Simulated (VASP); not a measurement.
# Ir (Fm-3m) in VASP: single point with PBE

Aim: the single point of Ir with PBE.

All numbers are computed with VASP 6.6.1; they aren't measurements. Logs are shortened: lines on timing, memory, paths and dates and some standing lists are left out, and cuts for length are marked.

### 1 The cell of the first run

Symmetry: Fm-3m, No. 225, cubic system. Conventional cell: a = 3.985 Å, b = 3.985 Å, c = 3.985 Å, α = 90.00°, β = 90.00°, γ = 90.00°. Within 3.7 Å of Ir (site symmetry m-3m) lie 12 Ir at 2.82 Å.

### 2 Single point, PBE

INCAR

```
SYSTEM = Ir
PREC = Accurate
ENCUT = 500
EDIFF = 1E-6
ISMEAR = -1
SIGMA = 1.0
LREAL = .False.
LASPH = .True.
NELM = 120
ALGO = Normal
ISIF = 2
LWAVE = .False.
LCHARG = .False.
GGA = PE
NBANDS = 10
GGA_COMPAT = .False.
```

KPOINTS

```
regular mesh
0
Gamma
  17 17 17
  0 0 0
```

POSCAR

```
Ir
1.0
    0.0000000000      1.9923544869      1.9923544869
    1.9923544869      0.0000000000      1.9923544869
    1.9923544869      1.9923544869      0.0000000000
Ir
1
Direct
    0.0000000000      0.0000000000      0.0000000000
```

Potentials or basis: VASP PAW PBE potentials, release 64 (Ir).

On the command line:

```sh
cat potpaw_PBE.64/Ir/POTCAR > POTCAR
mpirun -np 1 vasp_std > vasp.out
```

OUTCAR:

```text
SYSTEM = Ir
   PREC = Accurate
   ENCUT = 500
   EDIFF = 1E-6
   ISMEAR = -1
   LREAL = .False.
   LASPH = .True.
   NELM = 120
   ISIF = 2
   GGA = PE

 ion  position               nearest neighbor table
   1  0.000  0.000  0.000-

  LATTYP: Found a face centered cubic cell.
 ALAT       =     3.9847089738

  Lattice vectors:

 A1 = (   0.0000000000,   1.9923544869,   1.9923544869)
 A2 = (   1.9923544869,   0.0000000000,   1.9923544869)
 A3 = (   1.9923544869,   1.9923544869,   0.0000000000)

Analysis of symmetry for initial positions (statically):
=====================================================================
 Subroutine PRICEL returns:
 Original cell was already a primitive cell.

 Routine SETGRP: Setting up the symmetry group for a
 face centered cubic supercell.

 Subroutine GETGRP returns: Found 48 space group operations
 (whereof 48 operations were pure point group operations)
 out of a pool of 48 trial point group operations.

The static configuration has the point symmetry O_h .

Analysis of symmetry for dynamics (positions and initial velocities):
=====================================================================
 Subroutine PRICEL returns:
 Original cell was already a primitive cell.

 Routine SETGRP: Setting up the symmetry group for a
 face centered cubic supercell.

 Subroutine GETGRP returns: Found 48 space group operations
 (whereof 48 operations were pure point group operations)
 out of a pool of 48 trial point group operations.

The dynamic configuration has the point symmetry O_h .

 Subroutine INISYM returns: Found 48 space group operations
 (whereof 48 operations are pure point group operations),
 and found     1 'primitive' translations

----------------------------------------------------------------------------------------

                                     Primitive cell

  volume of cell :      15.8172

  direct lattice vectors                    reciprocal lattice vectors
     0.000000000  1.992354487  1.992354487    -0.250959357  0.250959357  0.250959357
     1.992354487  0.000000000  1.992354487     0.250959357 -0.250959357  0.250959357
     1.992354487  1.992354487  0.000000000     0.250959357  0.250959357 -0.250959357

  length of vectors
     2.817614736  2.817614736  2.817614736     0.434674356  0.434674356  0.434674356

  position of ions in fractional coordinates (direct lattice)
     0.000000000  0.000000000  0.000000000

  ion indices of the primitive-cell ions
   primitive index   ion index
                 1           1

----------------------------------------------------------------------------------------

 KPOINTS: regular mesh

Automatic generation of k-mesh.
 Grid dimensions read from file:
 generate k-points for:   17   17   17

 Generating k-lattice:

  Cartesian coordinates                     Fractional coordinates (reciprocal lattice)
    -0.014762315  0.014762315  0.014762315     0.058823529  0.000000000  0.000000000
     0.014762315 -0.014762315  0.014762315     0.000000000  0.058823529  0.000000000
     0.014762315  0.014762315 -0.014762315     0.000000000  0.000000000  0.058823529

  Length of vectors
     0.025569080  0.025569080  0.025569080

  Shift w.r.t. Gamma in fractional coordinates (k-lattice)
     0.000000000  0.000000000  0.000000000

 Subroutine IBZKPT returns following result:
 ===========================================

 Found    165 irreducible k-points:

 Following reciprocal coordinates:
            Coordinates               Weight
  0.000000  0.000000  0.000000      1.000000
  0.058824  0.000000  0.000000      8.000000
  0.117647  0.000000  0.000000      8.000000
  0.176471  0.000000  0.000000      8.000000
  0.235294  0.000000  0.000000      8.000000
  0.294118  0.000000  0.000000      8.000000
[... 16 lines left out ...]
 -0.176471  0.058824  0.000000     24.000000
 -0.117647  0.058824  0.000000     24.000000
 [... further k-points ...]
   k-points           NKPTS =    165   k-points in BZ     NKDIM =    165   number of bands    NBANDS=     10
   number of dos      NEDOS =    301   number of ions     NIONS =      1
   total plane-waves  NPLWV =  13824
   dimension x,y,z NGX =    24 NGY =   24 NGZ =   24
   dimension x,y,z NGXF=    48 NGYF=   48 NGZF=   48
   ions per type =               1
   NGX,Y,Z   is equivalent  to a cutoff of  14.16, 14.16, 14.16 a.u.
   NGXF,Y,Z  is equivalent  to a cutoff of  28.32, 28.32, 28.32 a.u.
 SYSTEM =  Ir
   PREC   = accura    normal or accurate (medium, high low for compatibility)
   ISTART =      0    job   : 0-new  1-cont  2-samecut
   ICHARG =      2    charge: 1-file 2-atom 10-const
   ISPIN  =      1    spin polarized calculation?
   LNONCOLLINEAR =      F non collinear calculations
   LSORBIT =      F    spin-orbit coupling
   LASPH  =      T    aspherical Exc in radial PAW
   ENCUT  =  500.0 eV  36.75 Ry    6.06 a.u.   5.14  5.14  5.14*2*pi/ulx,y,z
   NELM   =    120;   NELMIN=  2; NELMDL= -5     # of ELM steps
   EDIFF  = 0.1E-05   stopping-criterion for ELM
   LREAL  =      F    real-space projection
   EDIFFG = 0.1E-04   stopping-criterion for IOM
   NSW    =      0    number of steps for IOM
   IBRION =     -1    ionic relax: 0-MD 1-quasi-New 2-CG
   NFREE  =      0    steps in history (QN), initial steepest desc. (CG)
   ISIF   =      2    stress and relaxation
   ISYM   =      2    0-nonsym 1-usesym 2-fastsym
   POTIM  = 0.5000    time-step for ionic-motion
   TEBEG  =    0.0;   TEEND  =   0.0 temperature during run
   PSTRESS=    0.0 pullay stress
   NELECT =       9.0000    total number of electrons
   NUPDOWN=      -1.0000    fix difference up-down
   EMIN   =  10.00;   EMAX   =-10.00  energy-range for DOS
   EFERMI =   0.00;   METHOD = LEGACY
   ISMEAR =    -1;   SIGMA  =   1.00  broadening in eV -4-tet -1-fermi 0-gaus
   EFERMI_NEDOS =   21; number of points for ismear=-14 and -15
   IALGO  =     38    algorithm
   IMIX   =      4    mixing-type and parameters
     AMIX     =   0.40;   BMIX     =  1.00
     AMIX_MAG =   1.60;   BMIX_MAG =  1.00
  volume/ion in A,a.u.               =      15.82       106.74
  Fermi-wavevector in a.u.,A,eV,Ry     =   1.356581  2.563566 25.038964  1.840312
  Thomas-Fermi vector in A             =   2.483572
   LORBIT       =      0    0 simple, 1 ext, 2 COOP (PROOUT), +10 PAW based schemes
   GGA     = PE    functional components
   LHFCALC =     F    Hartree Fock is set to
   AEXX    =    0.0000 exact exchange contribution
   IVDW    =     0    specifies the selected vdW correction
   LEPSILON=     F    determine dielectric tensor
   LRPA    =     F    only Hartree local field effects (RPA)
 non-spin polarized calculation
  energy-cutoff  :      500.00
  volume of cell :       15.82
 maximum number of plane-waves:       415
 NGX is ok and might be reduce to    24
   NGX = 11   NGY = 11   NGZ = 11

 number of electron       8.9999999 magnetization

 Free energy of the ion-electron system (eV)
  ---------------------------------------------------
  ext. energy  EPLUGINS =         0.00000000
  ---------------------------------------------------
  free energy    TOTEN  =       -10.52402660 eV

  energy without entropy =       -7.27420954  energy(sigma->0) =       -8.89911807

 E-fermi :   8.8145     XC(G=0): -13.3142

 val. band max:        8.8087068092   @ k =  -0.2941   0.0588   0.0000
 cond. band min:       8.8339111768   @ k =  -0.2941   0.2941   0.1176
 fundamental gap:      0.0252043676
 Fermi energy:         8.8144623836

 k-point     1 :       0.0000    0.0000    0.0000
  band No.  band energies     occupation
      1      -1.3780      1.99993
      2       5.4180      1.93519
      3       5.4180      1.93519
      4       5.4180      1.93519
      5       7.6626      1.51972
      6       7.6626      1.51972
      7      23.0693      0.00000
      8      27.9740      0.00000
      9      27.9740      0.00000
     10      27.9740      0.00000

 k-point     2 :       0.0588    0.0000    0.0000
  band No.  band energies     occupation
      1      -1.2406      1.99991
      2       5.3493      1.93936
      3       5.4756      1.93148
      4       5.4756      1.93148
      5       7.6281      1.53217
      6       7.6281      1.53217
      7      23.2933      0.00000
      8      27.1823      0.00000
      9      28.1871      0.00000
     10      28.1871      0.00000

 k-point     3 :       0.1176    0.0000    0.0000
  band No.  band energies     occupation
      1      -0.8422      1.99987
      2       5.1742      1.94885
      3       5.6228      1.92104
      4       5.6228      1.92104
      5       7.5579      1.55688
      6       7.5579      1.55688
      7      23.8960      0.00000
      8      25.6458      0.00000
      9      28.8009      0.00000
     10      28.8009      0.00000

 k-point     4 :       0.1765    0.0000    0.0000
  band No.  band energies     occupation
      1      -0.2306      1.99976
      2       4.9822      1.95760
      3       5.7744      1.90870
      4       5.7744      1.90870
      5       7.5550      1.55788
      6       7.5550      1.55788
      7      23.9705      0.00000
      8      24.6240      0.00000
      9      29.7328      0.00000
     10      29.7328      0.00000
[... 222 lines left out ...]
 k-point    22 :      -0.2353    0.0588    0.0000
  band No.  band energies     occupation
      1       0.8367      1.99931
      2       4.8444      1.96296
      3       5.7760      1.90856
      4       5.8762      1.89941
      5       7.5131      1.57213
      6       8.2930      1.25496
      7      21.6933      0.00001
      8      24.9537      0.00000
      9      29.2564      0.00000
     10      30.6625      0.00000

 k-point    23 :      -0.1765    0.0588    0.0000
  band No.  band energies     occupation
      1       0.1189      1.99967
      2       4.8425      1.96302
      3       5.8348      1.90330
      4       5.8860      1.89847
      5       7.2695      1.64836
      6       7.9183      1.42031
      7      23.4684      0.00000
      8      24.9627      0.00000
      9      28.8805      0.00000
     10      30.9872      0.00000

 k-point    24 :      -0.1176    0.0588    0.0000
  band No.  band energies     occupation
      1      -0.5420      1.99983
      2       5.0207      1.95597
      3       5.7292      1.91256
      4       5.7525      1.91059
      5       7.3117      1.63597
      6       7.7399      1.49092
      7      24.3189      0.00000
      8      25.0760      0.00000
      9      28.2972      0.00000
     10      29.7297      0.00000

 [... further k-points ...]
[... 5 lines left out ...]
  --------------------------------------------------------------------------------------
  -------------------------------------------------------------------------------------
  Total        0.0392766      0.0392766      0.0392766     -0.0000000     -0.0000000      0.0000000
  in kB        3.9784562      3.9784562      3.9784562     -0.0000000     -0.0000000      0.0000000
  external PRESSURE =       3.9784562 kB  Pullay stress =       0.0000000 kB

 VOLUME and BASIS-vectors are now :
 -----------------------------------------------------------------------------
  energy-cutoff  :      500.00
  volume of cell :       15.82
      direct lattice vectors                 reciprocal lattice vectors
     0.000000000  1.992354487  1.992354487    -0.250959357  0.250959357  0.250959357
     1.992354487  0.000000000  1.992354487     0.250959357 -0.250959357  0.250959357
     1.992354487  1.992354487  0.000000000     0.250959357  0.250959357 -0.250959357

 POSITION                                       TOTAL-FORCE (eV/Angst)
 -----------------------------------------------------------------------------------
      0.00000      0.00000      0.00000         0.000000      0.000000      0.000000
 -----------------------------------------------------------------------------------
    total drift:                               -0.000000      0.000000      0.000000

  FREE ENERGIE OF THE ION-ELECTRON SYSTEM (eV)
  ---------------------------------------------------
  free  energy   TOTEN  =       -10.5240265966 eV

  energy  without entropy=       -7.2742095391  energy(sigma->0) =       -8.89911807
```

It took 40 s on 1 thread of Intel Xeon 8259CL, shared host; peak memory 0.16 GiB.

Results:

| Property | Result |
| --- | --- |
| Free energy | -10.5240 eV |
| Pressure | 0.4 GPa |

Caveat: spin-orbit coupling is left out, which moves the levels of the heavy elements.
